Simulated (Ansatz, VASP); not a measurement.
# Al2Cu in VASP and in Ansatz

Contents of INCAR:

```
SYSTEM = Al2Cu
ALGO = Fast ; EDIFF = 1E-6
ENCUT = 520 ; GGA = PS
ISIF = 2 ; ISMEAR = 0
LASPH = .True. ; LCHARG = .False.
LREAL = .False. ; LWAVE = .False.
NBANDS = 26 ; NELM = 80
PREC = Accurate ; SIGMA = 0.15
```

File KPOINTS:

```
k-points
0
Gamma
  10 10 10
  0 0 0
```

File POSCAR:

```
Al2Cu
1.0
   -3.0564500000      3.0564500000      2.4862000000
    3.0564500000     -3.0564500000      2.4862000000
    3.0564500000      3.0564500000     -2.4862000000
Al Cu
4 2
Direct
    0.1593210787      0.6593210787      0.8186421574
    0.6593210787      0.8406789213      0.5000000000
    0.8406789213      0.3406789213      0.1813578426
    0.3406789213      0.1593210787      0.5000000000
    0.7500000000      0.7500000000      0.0000000000
    0.2500000000      0.2500000000      0.0000000000
```

Input for Ansatz:

```yaml
crystal:
  lattice:
    - [-3.05645, 3.05645, 2.4862]
    - [3.05645, -3.05645, 2.4862]
    - [3.05645, 3.05645, -2.4862]
  atoms:
    - { symbol: Al, position: [0.1593210787, 0.6593210787, 0.8186421574] }
    - { symbol: Al, position: [0.6593210787, 0.8406789213, 0.5] }
    - { symbol: Al, position: [0.8406789213, 0.3406789213, 0.1813578426] }
    - { symbol: Al, position: [0.3406789213, 0.1593210787, 0.5] }
    - { symbol: Cu, position: [0.75, 0.75, 0.0] }
    - { symbol: Cu, position: [0.25, 0.25, 0.0] }
basis:
  ecutwfc: 520.0
kpoints:
  mp_grid: { grid: [10, 10, 10] }
hamiltonian:
  xc: pbesol
  pseudopotentials: { kind: paw, azcp: { folder: soft_1 } }
scf:
  occupations: { method: gaussian, width: 0.15 }
output:
  forces: true
  stress: true
  eigenvalues: true
```

Alike in both runs: task single point; functional PBEsol; k mesh 10 × 10 × 10; occupations gaussian, width 0.15 eV; no spin polarisation.

|  | VASP | Ansatz |
| --- | --- | --- |
| version | VASP 6.6.1 | Ansatz 0.2.0 |
| potentials or method | VASP PAW PBE potentials, release 64 (Al, Cu), cutoff 520 eV | scalar-relativistic, plane waves, PAW |
| valence electrons in the cell | 34 | 50 |

```tsv
	VASP	Ansatz	Ansatz less VASP
gap on the k mesh at the Fermi level (eV)	none	none	-
pressure (GPa)	-6.3	-6.5	-0.16
traceless stress, the component that is largest in VASP (GPa)	-0.78	-0.81	-0.028
rms of the force components (eV/Å)	0.029	0.030	+0.0011
```

VASP's potentials were made for PBE, not for PBEsol, and Ansatz warns of the same on its side. Atom by atom the forces differ by 0.001 eV/Å (rms over components). A gap of «none» marks a metal or a gap that the smearing closes. With one functional, cell and mesh, what is left measures potentials, basis and numerics. VASP's potentials hold 34 valence electrons a cell and Ansatz's 50, so a difference there can come from the potentials and not from the codes.
